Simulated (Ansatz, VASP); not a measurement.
## Two plane-wave programs on TaN

```xyz
2
Lattice="2.8205 0.0000 0.0000 -1.4102 2.6462 0.0000 0.0000 0.0000 2.8830" Properties=species:S:1:pos:R:3 pbc="T T T"
Ta    0.0000    1.7641    1.4415
N     0.0000    0.0000    0.0000
```

Change from the starting cell: strain -0.0400 x Voigt [1, -1, 0, 0, 0, 0], atoms carried along.

Alike in both runs: task single point; functional r2SCAN; k mesh 18 × 18 × 16; occupations gaussian, width 0.15 eV; no spin polarisation.

|  | VASP | Ansatz |
| --- | --- | --- |
| version | VASP 6.6.1 | Ansatz 0.2.0 |
| potentials or method | VASP PAW PBE potentials, release 64 (Ta_pv, N), cutoff 520 eV | scalar-relativistic, plane waves, PAW |
| valence electrons in the cell | 16 | 18 |

|  | VASP | Ansatz | Ansatz less VASP |
| --- | --- | --- | --- |
| gap on the k mesh at the Fermi level (eV) | none | none | - |
| pressure (GPa) | 3.3 | 1.6 | -1.64 |
| traceless stress, the component that is largest in VASP (GPa) | 21.29 | 21.36 | +0.064 |
| rms of the force components (eV/Å) | 0.045 | 0.040 | -0.0055 |

VASP's potentials were made for PBE, not for r2SCAN. Atom by atom the forces differ by 0.006 eV/Å (rms over components). A gap of «none» marks a metal or a gap that the smearing closes. With one functional, cell and mesh, what is left measures potentials, basis and numerics. VASP's potentials hold 16 valence electrons a cell and Ansatz's 18, so a difference there can come from the potentials and not from the codes.

Spin-orbit coupling is off throughout.
